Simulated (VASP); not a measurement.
# Mg (Fm-3m) in VASP: further runs, part 2 of 2

VASP 6.6.1. The steps go on from the part before.

## Step 3: Single point, PBE (volume scaled by 0.9)

INCAR reads:

```
  PREC = Accurate
  ENCUT = 520
  EDIFF = 1E-6
  ISMEAR = -1
  SIGMA = 0.08
  LREAL = False
  LASPH = True
  NELM = 100
  ALGO = Normal
  ISIF = 2
  LWAVE = False
  LCHARG = False
  GGA = PE
  NBANDS = 7
```

KPOINTS reads:

```
regular mesh
0
Gamma
  16 16 16
```

POSCAR reads:

```
Mg
1.0
    0.0000000000      2.1834942866      2.1834942866
    2.1834942866      0.0000000000      2.1834942866
    2.1834942866      2.1834942866      0.0000000000
Mg
1
Direct
    0.0000000000      0.0000000000      0.0000000000
```

Potentials or basis: VASP PAW PBE potentials, release 64 (Mg).

Run with:

```
> cat potpaw_PBE.64/Mg/POTCAR > POTCAR
> mpirun -np 1 vasp_std > vasp.out
```

OUTCAR:

```text
PREC = Accurate
   ENCUT = 520
   EDIFF = 1E-6
   ISMEAR = -1
   LREAL = False
   LASPH = True
   NELM = 100
   ISIF = 2
   GGA = PE

 ion  position               nearest neighbor table
   1  0.000  0.000  0.000-

  LATTYP: Found a face centered cubic cell.
 ALAT       =     4.3669885732

  Lattice vectors:

 A1 = (   0.0000000000,   2.1834942866,   2.1834942866)
 A2 = (   2.1834942866,   0.0000000000,   2.1834942866)
 A3 = (   2.1834942866,   2.1834942866,   0.0000000000)

Analysis of symmetry for initial positions (statically):
=====================================================================
 Subroutine PRICEL returns:
 Original cell was already a primitive cell.

 Routine SETGRP: Setting up the symmetry group for a
 face centered cubic supercell.

 Subroutine GETGRP returns: Found 48 space group operations
 (whereof 48 operations were pure point group operations)
 out of a pool of 48 trial point group operations.

The static configuration has the point symmetry O_h .

Analysis of symmetry for dynamics (positions and initial velocities):
=====================================================================
 Subroutine PRICEL returns:
 Original cell was already a primitive cell.

 Routine SETGRP: Setting up the symmetry group for a
 face centered cubic supercell.

 Subroutine GETGRP returns: Found 48 space group operations
 (whereof 48 operations were pure point group operations)
 out of a pool of 48 trial point group operations.

The dynamic configuration has the point symmetry O_h .

 Subroutine INISYM returns: Found 48 space group operations
 (whereof 48 operations are pure point group operations),
 and found     1 'primitive' translations

----------------------------------------------------------------------------------------

                                     Primitive cell

  volume of cell :      20.8203

  direct lattice vectors                    reciprocal lattice vectors
     0.000000000  2.183494287  2.183494287    -0.228990753  0.228990753  0.228990753
     2.183494287  0.000000000  2.183494287     0.228990753 -0.228990753  0.228990753
     2.183494287  2.183494287  0.000000000     0.228990753  0.228990753 -0.228990753

  length of vectors
     3.087927233  3.087927233  3.087927233     0.396623618  0.396623618  0.396623618

  position of ions in fractional coordinates (direct lattice)
     0.000000000  0.000000000  0.000000000

  ion indices of the primitive-cell ions
   primitive index   ion index
                 1           1

----------------------------------------------------------------------------------------

 KPOINTS: regular mesh

Automatic generation of k-mesh.
 Grid dimensions read from file:
 generate k-points for:   16   16   16

 Generating k-lattice:

  Cartesian coordinates                     Fractional coordinates (reciprocal lattice)
    -0.014311922  0.014311922  0.014311922     0.062500000  0.000000000  0.000000000
     0.014311922 -0.014311922  0.014311922     0.000000000  0.062500000  0.000000000
     0.014311922  0.014311922 -0.014311922     0.000000000  0.000000000  0.062500000

  Length of vectors
     0.024788976  0.024788976  0.024788976

  Shift w.r.t. Gamma in fractional coordinates (k-lattice)
     0.000000000  0.000000000  0.000000000

 Subroutine IBZKPT returns following result:
 ===========================================

 Found    145 irreducible k-points:

 Following reciprocal coordinates:
            Coordinates               Weight
  0.000000  0.000000  0.000000      1.000000
  0.062500  0.000000  0.000000      8.000000
  0.125000  0.000000  0.000000      8.000000
  0.187500  0.000000  0.000000      8.000000
  0.250000  0.000000  0.000000      8.000000
  0.312500  0.000000  0.000000      8.000000
[... 16 lines left out ...]
 -0.125000  0.062500  0.000000     24.000000
 -0.062500  0.062500  0.000000     12.000000
 [... further k-points ...]
   k-points           NKPTS =    145   k-points in BZ     NKDIM =    145   number of bands    NBANDS=      7
   number of dos      NEDOS =    301   number of ions     NIONS =      1
   total plane-waves  NPLWV =  13824
   dimension x,y,z NGX =    24 NGY =   24 NGZ =   24
   dimension x,y,z NGXF=    48 NGYF=   48 NGZF=   48
   ions per type =               1
   NGX,Y,Z   is equivalent  to a cutoff of  12.92, 12.92, 12.92 a.u.
   NGXF,Y,Z  is equivalent  to a cutoff of  25.84, 25.84, 25.84 a.u.
 SYSTEM =  unknown system
   PREC   = accura    normal or accurate (medium, high low for compatibility)
   ISTART =      0    job   : 0-new  1-cont  2-samecut
   ICHARG =      2    charge: 1-file 2-atom 10-const
   ISPIN  =      1    spin polarized calculation?
   LNONCOLLINEAR =      F non collinear calculations
   LSORBIT =      F    spin-orbit coupling
   LASPH  =      T    aspherical Exc in radial PAW
   ENCUT  =  520.0 eV  38.22 Ry    6.18 a.u.   5.74  5.74  5.74*2*pi/ulx,y,z
   NELM   =    100;   NELMIN=  2; NELMDL= -5     # of ELM steps
   EDIFF  = 0.1E-05   stopping-criterion for ELM
   LREAL  =      F    real-space projection
[... 7 lines left out ...]
   TEBEG  =    0.0;   TEEND  =   0.0 temperature during run
   PSTRESS=    0.0 pullay stress
   NELECT =       2.0000    total number of electrons
   NUPDOWN=      -1.0000    fix difference up-down
   EMIN   =  10.00;   EMAX   =-10.00  energy-range for DOS
   EFERMI =   0.00;   METHOD = LEGACY
   ISMEAR =    -1;   SIGMA  =   0.08  broadening in eV -4-tet -1-fermi 0-gaus
   EFERMI_NEDOS =   21; number of points for ismear=-14 and -15
   IALGO  =     38    algorithm
   IMIX   =      4    mixing-type and parameters
     AMIX     =   0.40;   BMIX     =  1.00
     AMIX_MAG =   1.60;   BMIX_MAG =  1.00
  volume/ion in A,a.u.               =      20.82       140.50
  Fermi-wavevector in a.u.,A,eV,Ry     =   0.749761  1.416843  7.648398  0.562141
  Thomas-Fermi vector in A             =   1.846355
   LORBIT       =      0    0 simple, 1 ext, 2 COOP (PROOUT), +10 PAW based schemes
   GGA     = PE    functional components
   LHFCALC =     F    Hartree Fock is set to
   AEXX    =    0.0000 exact exchange contribution
   IVDW    =     0    specifies the selected vdW correction
   LEPSILON=     F    determine dielectric tensor
   LRPA    =     F    only Hartree local field effects (RPA)
 non-spin polarized calculation
  energy-cutoff  :      520.00
  volume of cell :       20.82
 maximum number of plane-waves:       569
   NGX = 11   NGY = 11   NGZ = 11

 number of electron       2.0000000 magnetization

 Free energy of the ion-electron system (eV)
  ---------------------------------------------------
  ext. energy  EPLUGINS =         0.00000000
  ---------------------------------------------------
  free energy    TOTEN  =        -1.46855535 eV

  energy without entropy =       -1.45871438  energy(sigma->0) =       -1.46363486

 E-fermi :   3.1393     XC(G=0):  -8.7994

 val. band max:        3.1392704400   @ k =  -0.3125   0.3750   0.1250
 cond. band min:       3.2923218205   @ k =  -0.3125   0.3750   0.1875
 fundamental gap:      0.1530513806
 Fermi energy:         3.1392918918

 k-point     1 :       0.0000    0.0000    0.0000
  band No.  band energies     occupation
      1      -4.2000      2.00000
      2      16.1320      0.00000
      3      16.1320      0.00000
      4      16.1320      0.00000
      5      18.5738      0.00000
      6      18.6010      0.00000
      7      18.6010      0.00000

 k-point     2 :       0.0625    0.0000    0.0000
  band No.  band energies     occupation
      1      -4.1073      2.00000
      2      14.7122      0.00000
      3      15.9559      0.00000
      4      15.9559      0.00000
      5      18.4523      0.00000
      6      18.9289      0.00000
      7      18.9289      0.00000

 k-point     3 :       0.1250    0.0000    0.0000
  band No.  band energies     occupation
      1      -3.8295      2.00000
      2      12.5677      0.00000
      3      15.6027      0.00000
      4      15.6027      0.00000
      5      18.1298      0.00000
      6      19.7313      0.00000
      7      19.7313      0.00000
[... 191 lines left out ...]
 k-point    23 :      -0.1250    0.0625    0.0000
  band No.  band energies     occupation
      1      -3.6141      2.00000
      2      11.8415      0.00000
      3      13.9379      0.00000
      4      16.4165      0.00000
      5      18.6707      0.00000
      6      19.0605      0.00000
      7      19.5856      0.00000

 k-point    24 :      -0.0625    0.0625    0.0000
  band No.  band energies     occupation
      1      -3.9528      2.00000
      2      13.7265      0.00000
      3      14.6771      0.00000
      4      16.3725      0.00000
      5      18.7478      0.00000
      6      18.7964      0.00000
      7      19.4275      0.00000

 [... further k-points ...]
[... 5 lines left out ...]
  --------------------------------------------------------------------------------------
  -------------------------------------------------------------------------------------
  Total        0.5788248      0.5788248      0.5788248     -0.0000000      0.0000000      0.0000000
  in kB       44.5421856     44.5421856     44.5421856     -0.0000000      0.0000000      0.0000000
  external PRESSURE =      44.5421856 kB  Pullay stress =       0.0000000 kB

 VOLUME and BASIS-vectors are now :
 -----------------------------------------------------------------------------
  energy-cutoff  :      520.00
  volume of cell :       20.82
      direct lattice vectors                 reciprocal lattice vectors
     0.000000000  2.183494287  2.183494287    -0.228990753  0.228990753  0.228990753
     2.183494287  0.000000000  2.183494287     0.228990753 -0.228990753  0.228990753
     2.183494287  2.183494287  0.000000000     0.228990753  0.228990753 -0.228990753

 POSITION                                       TOTAL-FORCE (eV/Angst)
 -----------------------------------------------------------------------------------
      0.00000      0.00000      0.00000         0.000000      0.000000      0.000000
 -----------------------------------------------------------------------------------
    total drift:                               -0.000000      0.000000      0.000000

  FREE ENERGIE OF THE ION-ELECTRON SYSTEM (eV)
  ---------------------------------------------------
  free  energy   TOTEN  =        -1.4685553518 eV

  energy  without entropy=       -1.4587143767  energy(sigma->0) =       -1.46363486
```

OSZICAR:

```text
N       E                     dE             d eps       ncg     rms          rms(c)
DAV:   1    -0.773152003001E+00   -0.77315E+00   -0.77971E+02  2219   0.194E+02
DAV:   2    -0.147401451855E+01   -0.70086E+00   -0.66563E+00  2737   0.113E+01
DAV:   3    -0.147651866866E+01   -0.25042E-02   -0.25025E-02  2758   0.749E-01
DAV:   4    -0.147652201100E+01   -0.33423E-05   -0.33424E-05  3003   0.181E-02
DAV:   5    -0.147652201762E+01   -0.66137E-08   -0.65156E-08  2786   0.559E-04    0.644E-01
DAV:   6    -0.147250835301E+01    0.40137E-02   -0.31808E-04  2464   0.106E-01    0.410E-01
DAV:   7    -0.146855351227E+01    0.39548E-02   -0.12829E-03  2436   0.182E-01    0.226E-02
DAV:   8    -0.146855558993E+01   -0.20777E-05   -0.80592E-06  3129   0.161E-02    0.467E-03
DAV:   9    -0.146855535185E+01    0.23809E-06   -0.53314E-07  2541   0.304E-03
   1 F= -.14685554E+01 E0= -.14636349E+01  d E =-.984098E-02
```

Wall time 19 s (1 thread of Intel Xeon 8259CL, shared host); peak memory 0.15 GiB.

Results:

- Free energy: -1.4686 eV
- Pressure: 4.5 GPa
- Band gap on the k mesh: zero (band 1 reaches 4.65 eV, above the bottom of band 2 at 1.87 eV)
